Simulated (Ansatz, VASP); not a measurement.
# Ba: VASP beside Ansatz

POSCAR

```
Ba
1.0
   -2.5367939014      2.5367939014      2.5367939014
    2.5367939014     -2.5367939014      2.5367939014
    2.5367939014      2.5367939014     -2.5367939014
Ba
1
Direct
    0.0000000000      0.0000000000      0.0000000000
```

File INCAR.step1:

```
PREC = Accurate
ENCUT = 520
ISMEAR = -1
SIGMA = 0.3
LREAL = False
LASPH = True
NELM = 80
NBANDS = 11
GGA = PE
ALGO = Normal
EDIFF = 1E-4
LWAVE = True
LCHARG = False
```

INCAR.step2

```
PREC = Accurate
ENCUT = 520
EDIFF = 1E-6
ISMEAR = -1
SIGMA = 0.3
LREAL = False
LASPH = True
NELM = 80
ALGO = Normal
ISIF = 2
LWAVE = False
LCHARG = True
METAGGA = R2SCAN
LMIXTAU = True
LELF = True
LVHAR = True
NBANDS = 11
ISTART = 1
```

The input KPOINTS:

```
Automatic mesh
0
Gamma
  9 9 9
```

Input for Ansatz:

```yaml
crystal:
  lattice:
    - [-2.5367939014, 2.5367939014, 2.5367939014]
    - [2.5367939014, -2.5367939014, 2.5367939014]
    - [2.5367939014, 2.5367939014, -2.5367939014]
  atoms:
    - { symbol: Ba, position: [0.0, 0.0, 0.0] }
hamiltonian:
  xc: r2scan
  pseudopotentials:
    kind: paw
    azcp:
      Ba: "pseudopotentials/Ba.paw.azcp"
basis:
  ecutwfc: 500
  fft_grid_basis: typed
kpoints:
  mp_grid: { grid: [9, 9, 9], shift: [0, 0, 0] }
magnetization:
  spin_polarized: false
scf:
  occupations: { method: fermi_dirac, width: 0.3 }
  lower_state_search: "off"
output:
  stress: true
```

Alike in both runs: task single point; functional r2SCAN; k mesh 9 × 9 × 9; occupations fermi-dirac, width 0.3 eV; no spin polarisation.

|  | VASP | Ansatz |
| --- | --- | --- |
| version | VASP 6.6.1 | Ansatz 0.2.0 |
| potentials or method | VASP PAW PBE potentials, release 64 (Ba_sv), cutoff 520 eV | plane waves (500 eV) with PAW, scalar-relativistic |
| valence electrons in the cell | 10 | 10 |

VASP gave:

```
pressure (GPa) : 0.4
```

Question: Estimate Ansatz's values.

Answer: Pressure (GPa): 0.3.

VASP's potentials were made for PBE, not for r2SCAN.

Spin-orbit coupling is off throughout.
